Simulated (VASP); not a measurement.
# Nb (Fm-3m) in VASP: notebook

The runs below take Nb through single point, with r2SCAN.

All numbers are computed with VASP 6.6.1; they aren't measurements. Logs are shortened: lines on timing, memory, paths and dates and some standing lists are left out, and cuts for length are marked.

## Step 1: The cell of the first run

Symmetry: Fm-3m, No. 225, cubic system. Conventional cell: a = 4.170 Å, b = 4.170 Å, c = 4.170 Å, α = 90.00°, β = 90.00°, γ = 90.00°. Within 3.9 Å of Nb (site symmetry m-3m) lie 12 Nb at 2.95 Å.

## Step 2: Single point, r2SCAN (volume scaled by 0.97)

The input, POSCAR:

```
Nb
1.0
    0.0000000000      2.0851442534      2.0851442534
    2.0851442534      0.0000000000      2.0851442534
    2.0851442534      2.0851442534      0.0000000000
Nb
1
Direct
    0.0000000000      0.0000000000      0.0000000000
```

The input, INCAR.step1:

```
PREC = Accurate
ENCUT = 520
ISMEAR = 0
SIGMA = 0.1
LREAL = F
LASPH = T
NELM = 80
NBANDS = 12
GGA = PE
ALGO = Normal
EDIFF = 1E-4
LWAVE = T
LCHARG = F
```

The input, INCAR.step2:

```
PREC = Accurate
ENCUT = 520
EDIFF = 1E-6
ISMEAR = 0
SIGMA = 0.1
LREAL = F
LASPH = T
NELM = 80
ALGO = Normal
ISIF = 2
LWAVE = F
LCHARG = F
METAGGA = R2SCAN
LMIXTAU = T
NBANDS = 12
ISTART = 1
```

The input, KPOINTS:

```
regular mesh
0
Gamma
  18 18 18
```

Potentials or basis: VASP PAW PBE potentials, release 64 (Nb_sv).

Command:

```bash
$ cat potpaw_PBE.64/Nb_sv/POTCAR > POTCAR
$ cp INCAR.step1 INCAR
$ mpirun -np 1 vasp_std > vasp.out
$ cp INCAR.step2 INCAR
$ mpirun -np 1 vasp_std > vasp.out
```

OUTCAR:

```text
PREC = Accurate
   ENCUT = 520
   EDIFF = 1E-6
   ISMEAR = 0
   LREAL = F
   LASPH = T
   NELM = 80
   ISIF = 2
   METAGGA = R2SCAN
   ISTART = 1

 ion  position               nearest neighbor table
   1  0.000  0.000  0.000-

  LATTYP: Found a face centered cubic cell.
 ALAT       =     4.1702885068

  Lattice vectors:

 A1 = (   0.0000000000,   2.0851442534,   2.0851442534)
 A2 = (   2.0851442534,   0.0000000000,   2.0851442534)
 A3 = (   2.0851442534,   2.0851442534,   0.0000000000)

Analysis of symmetry for initial positions (statically):
=====================================================================
 Subroutine PRICEL returns:
 Original cell was already a primitive cell.

 Routine SETGRP: Setting up the symmetry group for a
 face centered cubic supercell.

 Subroutine GETGRP returns: Found 48 space group operations
 (whereof 48 operations were pure point group operations)
 out of a pool of 48 trial point group operations.

The static configuration has the point symmetry O_h .

Analysis of symmetry for dynamics (positions and initial velocities):
=====================================================================
 Subroutine PRICEL returns:
 Original cell was already a primitive cell.

 Routine SETGRP: Setting up the symmetry group for a
 face centered cubic supercell.

 Subroutine GETGRP returns: Found 48 space group operations
 (whereof 48 operations were pure point group operations)
 out of a pool of 48 trial point group operations.

The dynamic configuration has the point symmetry O_h .

 Subroutine INISYM returns: Found 48 space group operations
 (whereof 48 operations are pure point group operations),
 and found     1 'primitive' translations

----------------------------------------------------------------------------------------

                                     Primitive cell

  volume of cell :      18.1317

  direct lattice vectors                    reciprocal lattice vectors
     0.000000000  2.085144253  2.085144253    -0.239791563  0.239791563  0.239791563
     2.085144253  0.000000000  2.085144253     0.239791563 -0.239791563  0.239791563
     2.085144253  2.085144253  0.000000000     0.239791563  0.239791563 -0.239791563

  length of vectors
     2.948839283  2.948839283  2.948839283     0.415331171  0.415331171  0.415331171

  position of ions in fractional coordinates (direct lattice)
     0.000000000  0.000000000  0.000000000

  ion indices of the primitive-cell ions
   primitive index   ion index
[... 75 lines left out ...]
   EDIFFG = 0.1E-04   stopping-criterion for IOM
   NSW    =      0    number of steps for IOM
   IBRION =     -1    ionic relax: 0-MD 1-quasi-New 2-CG
   NFREE  =      0    steps in history (QN), initial steepest desc. (CG)
   ISIF   =      2    stress and relaxation
   ISYM   =      2    0-nonsym 1-usesym 2-fastsym
   POTIM  = 0.5000    time-step for ionic-motion
   TEBEG  =    0.0;   TEEND  =   0.0 temperature during run
   PSTRESS=    0.0 pullay stress
   NELECT =      13.0000    total number of electrons
   NUPDOWN=      -1.0000    fix difference up-down
   EMIN   =  10.00;   EMAX   =-10.00  energy-range for DOS
   EFERMI =   0.00;   METHOD = LEGACY
   ISMEAR =     0;   SIGMA  =   0.10  broadening in eV -4-tet -1-fermi 0-gaus
   EFERMI_NEDOS =   21; number of points for ismear=-14 and -15
   IALGO  =     38    algorithm
   IMIX   =      4    mixing-type and parameters
     AMIX     =   0.40;   BMIX     =  1.00
     AMIX_MAG =   1.60;   BMIX_MAG =  1.00
  volume/ion in A,a.u.               =      18.13       122.36
  Fermi-wavevector in a.u.,A,eV,Ry     =   1.465244  2.768909 29.210877  2.146939
  Thomas-Fermi vector in A             =   2.581124
   LORBIT       =      0    0 simple, 1 ext, 2 COOP (PROOUT), +10 PAW based schemes
   METAGGA = R2SCAN    functional components
   LHFCALC =     F    Hartree Fock is set to
   AEXX    =    0.0000 exact exchange contribution
   IVDW    =     0    specifies the selected vdW correction
   LEPSILON=     F    determine dielectric tensor
   LRPA    =     F    only Hartree local field effects (RPA)
 non-spin polarized calculation
 Gauss-broadening in eV      SIGMA  =   0.10
  energy-cutoff  :      520.00
  volume of cell :       18.13
 maximum number of plane-waves:       531
 NGX is ok and might be reduce to    24
   NGX = 11   NGY = 11   NGZ = 11

 number of electron      13.0000000 magnetization

 Free energy of the ion-electron system (eV)
  ---------------------------------------------------
  ext. energy  EPLUGINS =         0.00000000
  ---------------------------------------------------
  free energy    TOTEN  =       -24.50718804 eV

  energy without entropy =      -24.50124122  energy(sigma->0) =      -24.50421463

 E-fermi :  11.4585     XC(G=0): -13.5800

 val. band max:       11.4535844845   @ k =  -0.3889   0.3333   0.0556
 cond. band min:      11.4594208846   @ k =   0.0556   0.0000   0.0000
 fundamental gap:      0.0058364001
 Fermi energy:        11.4585178335

 k-point     1 :       0.0000    0.0000    0.0000
  band No.  band energies     occupation
      1     -45.1413      2.00000
      2     -19.7041      2.00000
      3     -19.7041      2.00000
      4     -19.7041      2.00000
      5       4.7690      2.00000
      6      11.5646      0.13353
      7      11.5646      0.13353
      8      11.5646      0.13353
      9      14.5159      0.00000
     10      14.5159      0.00000
     11      23.7220      0.00000
     12      29.1225      0.00000
[... 331 lines left out ...]
 k-point    24 :      -0.2222    0.0556    0.0000
  band No.  band energies     occupation
      1     -45.0230      2.00000
      2     -20.3992      2.00000
      3     -19.8371      2.00000
      4     -19.7745      2.00000
      5       6.7188      2.00000
      6      10.5390      2.00000
      7      11.9643      0.00000
      8      12.0973      0.00000
      9      14.0244      0.00000
     10      14.9544      0.00000
     11      24.7515      0.00000
     12      27.5205      0.00000

 [... further k-points ...]
[... 5 lines left out ...]
  --------------------------------------------------------------------------------------
  -------------------------------------------------------------------------------------
  Total        0.5887734      0.5887734      0.5887734      0.0000000      0.0000000      0.0000000
  in kB       52.0259987     52.0259987     52.0259987      0.0000000      0.0000000      0.0000000
  external PRESSURE =      52.0259987 kB  Pullay stress =       0.0000000 kB

 VOLUME and BASIS-vectors are now :
 -----------------------------------------------------------------------------
  energy-cutoff  :      520.00
  volume of cell :       18.13
      direct lattice vectors                 reciprocal lattice vectors
     0.000000000  2.085144253  2.085144253    -0.239791563  0.239791563  0.239791563
     2.085144253  0.000000000  2.085144253     0.239791563 -0.239791563  0.239791563
     2.085144253  2.085144253  0.000000000     0.239791563  0.239791563 -0.239791563

 POSITION                                       TOTAL-FORCE (eV/Angst)
 -----------------------------------------------------------------------------------
      0.00000      0.00000      0.00000         0.000000     -0.000000     -0.000000
 -----------------------------------------------------------------------------------
    total drift:                                0.000000      0.000000     -0.000000

  FREE ENERGIE OF THE ION-ELECTRON SYSTEM (eV)
  ---------------------------------------------------
  free  energy   TOTEN  =       -24.5071880444 eV

  energy  without entropy=      -24.5012412165  energy(sigma->0) =      -24.50421463
```

OSZICAR.step1:

```text
N       E                     dE             d eps       ncg     rms          rms(c)
DAV:   1     0.116146253127E+03    0.11615E+03   -0.72963E+03  4696   0.108E+03
DAV:   2    -0.551329575153E+01   -0.12166E+03   -0.11740E+03  5020   0.390E+02
DAV:   3    -0.100120898991E+02   -0.44988E+01   -0.42903E+01  6676   0.649E+01
DAV:   4    -0.103068304319E+02   -0.29474E+00   -0.29289E+00  6656   0.153E+01
DAV:   5    -0.103189212239E+02   -0.12091E-01   -0.12086E-01  6936   0.247E+00    0.694E+00
DAV:   6    -0.992856988900E+01    0.39035E+00   -0.61569E-01  7432   0.991E+00    0.248E+00
DAV:   7    -0.988199062929E+01    0.46579E-01   -0.19783E-01  7688   0.558E+00    0.101E+00
DAV:   8    -0.988717431909E+01   -0.51837E-02   -0.13478E-02  5564   0.154E+00    0.411E-02
DAV:   9    -0.988722547365E+01   -0.51155E-04   -0.96401E-04  7868   0.313E-01
   1 F= -.98872255E+01 E0= -.98839551E+01  d E =-.654072E-02
```

Run time: 45 s. Hardware: 1 thread of Intel Xeon 6975P-C (Granite Rapids), shared host; peak memory 0.17 GiB.

Results:

| Property | Result |
| --- | --- |
| Free energy | -24.5072 eV |
| Pressure | 5.2 GPa |

Levels at points of the mesh, in eV from the Fermi level:
```
           k point  band 4  band 5  band 6  band 7  band 8  band 9
(0.00, 0.00, 0.00)  -31.16   -6.69    0.11    0.11    0.11    3.06
(0.50, 0.00, 0.00)  -31.34   -4.20   -0.05   -0.05    1.39    5.11
(0.50, 0.50, 0.00)  -31.66   -4.45   -3.71    3.86    5.16    5.66
```

Caveat: the cell differs from its parent crystal (volume scaled by 0.97); the PAW data sets were made with another functional, which shifts forces and pressure a little.

## Step 3: Single point, r2SCAN

This run uses another cell than the first one, of 18.69 Å³/atom, 1.031 times its volume.

The input, POSCAR:

```
Nb
1.0
    0.0000000000      2.1064227052      2.1064227052
    2.1064227052      0.0000000000      2.1064227052
    2.1064227052      2.1064227052      0.0000000000
Nb
1
Direct
    0.0000000000      0.0000000000      0.0000000000
```

The input, INCAR.step1:

```
PREC = Accurate ; ENCUT = 520
ISMEAR = 0 ; SIGMA = 0.1
LREAL = False ; LASPH = True
NELM = 60 ; NBANDS = 12
GGA = PE ; ALGO = Normal
EDIFF = 1E-4 ; LWAVE = True
LCHARG = False
```

The input, INCAR.step2:

```
PREC = Accurate ; ENCUT = 520
EDIFF = 1E-6 ; ISMEAR = 0
SIGMA = 0.1 ; LREAL = False
LASPH = True ; NELM = 60
ALGO = Normal ; ISIF = 2
LWAVE = False ; LCHARG = False
METAGGA = R2SCAN ; LMIXTAU = True
NBANDS = 12 ; ISTART = 1
```

KPOINTS is that of step 2.

Potentials or basis: VASP PAW PBE potentials, release 64 (Nb_sv).

Command:

```bash
$ cat potpaw_PBE.64/Nb_sv/POTCAR > POTCAR
$ cp INCAR.step1 INCAR
$ mpirun -np 1 vasp_std > vasp.out
$ cp INCAR.step2 INCAR
$ mpirun -np 1 vasp_std > vasp.out
```

Wall time 47 s (1 thread of Intel Xeon 6975P-C (Granite Rapids), shared host); peak memory 0.18 GiB.

It converged, with:

```
Free energy : -24.5160 eV
Pressure    : -0.2 GPa
```

Levels at points of the mesh, in eV from the Fermi level:
| k point | band 4 | band 5 | band 6 | band 7 | band 8 | band 9 |
| --- | --- | --- | --- | --- | --- | --- |
| (0.00, 0.00, 0.00) | -31.26 | -6.62 | 0.13 | 0.13 | 0.13 | 2.97 |
| (0.50, 0.00, 0.00) | -31.42 | -4.07 | -0.01 | -0.01 | 1.27 | 4.93 |
| (0.50, 0.50, 0.00) | -31.71 | -4.26 | -3.55 | 3.66 | 4.98 | 5.45 |

Caveat: the PAW data sets were made with another functional, which shifts forces and pressure a little.

## Step 4: Single point, r2SCAN (volume scaled by 1.03)

The input, POSCAR:

```
Nb
1.0
    0.0000000000      2.1272797320      2.1272797320
    2.1272797320      0.0000000000      2.1272797320
    2.1272797320      2.1272797320      0.0000000000
Nb
1
Direct
    0.0000000000      0.0000000000      0.0000000000
```

The input, INCAR.step1:

```
SYSTEM = Nb
ALGO = Normal
EDIFF = 1E-4
ENCUT = 520
GGA = PE
ISMEAR = 0
LASPH = .TRUE.
LCHARG = .FALSE.
LREAL = .FALSE.
LWAVE = .TRUE.
NBANDS = 12
NELM = 80
PREC = Accurate
SIGMA = 0.1
```

The input, INCAR.step2:

```
SYSTEM = Nb
ALGO = Normal
EDIFF = 1E-6
ENCUT = 520
ISIF = 2
ISMEAR = 0
ISTART = 1
LASPH = .TRUE.
LCHARG = .FALSE.
LMIXTAU = .TRUE.
LREAL = .FALSE.
LWAVE = .FALSE.
METAGGA = R2SCAN
NBANDS = 12
NELM = 80
PREC = Accurate
SIGMA = 0.1
```

The input, KPOINTS:

```
k-points
0
G
  18 18 18
  0 0 0
```

Potentials or basis: VASP PAW PBE potentials, release 64 (Nb_sv).

Command:

```bash
$ cat potpaw_PBE.64/Nb_sv/POTCAR > POTCAR
$ cp INCAR.step1 INCAR
$ mpirun -np 1 vasp_std > vasp.out
$ cp INCAR.step2 INCAR
$ mpirun -np 1 vasp_std > vasp.out
```

OUTCAR:

```text
SYSTEM = Nb
   EDIFF = 1E-6
   ENCUT = 520
   ISIF = 2
   ISMEAR = 0
   ISTART = 1
   LASPH = .TRUE.
   LREAL = .FALSE.
   METAGGA = R2SCAN
   NELM = 80
   PREC = Accurate

 ion  position               nearest neighbor table
   1  0.000  0.000  0.000-

  LATTYP: Found a face centered cubic cell.
 ALAT       =     4.2545594640

  Lattice vectors:

 A1 = (   0.0000000000,   2.1272797320,   2.1272797320)
 A2 = (   2.1272797320,   0.0000000000,   2.1272797320)
 A3 = (   2.1272797320,   2.1272797320,   0.0000000000)

Analysis of symmetry for initial positions (statically):
=====================================================================
 Subroutine PRICEL returns:
 Original cell was already a primitive cell.

 Routine SETGRP: Setting up the symmetry group for a
 face centered cubic supercell.

 Subroutine GETGRP returns: Found 48 space group operations
 (whereof 48 operations were pure point group operations)
 out of a pool of 48 trial point group operations.

The static configuration has the point symmetry O_h .

Analysis of symmetry for dynamics (positions and initial velocities):
[... 159 lines left out ...]
 val. band max:       10.5999854404   @ k =  -0.4444   0.2778   0.0000
 cond. band min:      10.6328280493   @ k =   0.5000   0.1667   0.0556
 fundamental gap:      0.0328426089
 Fermi energy:        10.6081883006

 k-point     1 :       0.0000    0.0000    0.0000
  band No.  band energies     occupation
      1     -46.0576      2.00000
      2     -20.7378      2.00000
      3     -20.7378      2.00000
      4     -20.7378      2.00000
      5       4.0657      2.00000
      6      10.7611      0.03062
      7      10.7611      0.03062
      8      10.7611      0.03062
      9      13.4934      0.00000
     10      13.4934      0.00000
     11      22.8240      0.00000
     12      27.9458      0.00000
[... 331 lines left out ...]
 k-point    24 :      -0.2222    0.0556    0.0000
  band No.  band energies     occupation
      1     -45.9649      2.00000
      2     -21.3097      2.00000
      3     -20.8482      2.00000
      4     -20.7969      2.00000
      5       5.9361      2.00000
      6       9.7733      2.00000
      7      11.1378      0.00000
      8      11.2647      0.00000
      9      13.0546      0.00000
     10      13.9004      0.00000
     11      23.6951      0.00000
     12      26.1250      0.00000

 [... further k-points ...]
[... 5 lines left out ...]
  --------------------------------------------------------------------------------------
  -------------------------------------------------------------------------------------
  Total       -0.5876075     -0.5876075     -0.5876075      0.0000000     -0.0000000     -0.0000000
  in kB      -48.8983383    -48.8983383    -48.8983383      0.0000000     -0.0000000     -0.0000000
  external PRESSURE =     -48.8983383 kB  Pullay stress =       0.0000000 kB

 VOLUME and BASIS-vectors are now :
 -----------------------------------------------------------------------------
  energy-cutoff  :      520.00
  volume of cell :       19.25
      direct lattice vectors                 reciprocal lattice vectors
     0.000000000  2.127279732  2.127279732    -0.235041961  0.235041961  0.235041961
     2.127279732  0.000000000  2.127279732     0.235041961 -0.235041961  0.235041961
     2.127279732  2.127279732  0.000000000     0.235041961  0.235041961 -0.235041961

 POSITION                                       TOTAL-FORCE (eV/Angst)
 -----------------------------------------------------------------------------------
      0.00000      0.00000      0.00000         0.000000     -0.000000     -0.000000
 -----------------------------------------------------------------------------------
    total drift:                               -0.000000      0.000000      0.000000

  FREE ENERGIE OF THE ION-ELECTRON SYSTEM (eV)
  ---------------------------------------------------
  free  energy   TOTEN  =       -24.5069723571 eV

  energy  without entropy=      -24.5006227404  energy(sigma->0) =      -24.50379755
```

Wall time 42 s (1 thread of Intel Xeon 6975P-C (Granite Rapids), shared host); peak memory 0.17 GiB.

Results:

```
Free energy : -24.5070 eV
Pressure    : -4.9 GPa
```

Caveat: the cell differs from its parent crystal (volume scaled by 1.03); the PAW data sets were made with another functional, which shifts forces and pressure a little.

## Step 5: Overview

```csv
cell,gap on the mesh (eV),pressure (GPa)
"a = 2.949 Å, angles 60.0°, 1 atom",none,5.2
"a = 2.979 Å, angles 60.0°, 1 atom",none,-0.2
"a = 3.008 Å, angles 60.0°, 1 atom",none,-4.9
```

Alike in all rows: task single point; level r2SCAN; potentials or basis VASP PAW PBE potentials, release 64 (Nb_sv); no spin polarisation; k mesh 18 × 18 × 18; cutoff (eV) 520; smearing gaussian 0.1 eV.

Caveats: the PAW data sets were made with another functional, which shifts forces and pressure a little.

Absolute energies hang on the potentials; compare differences alone.
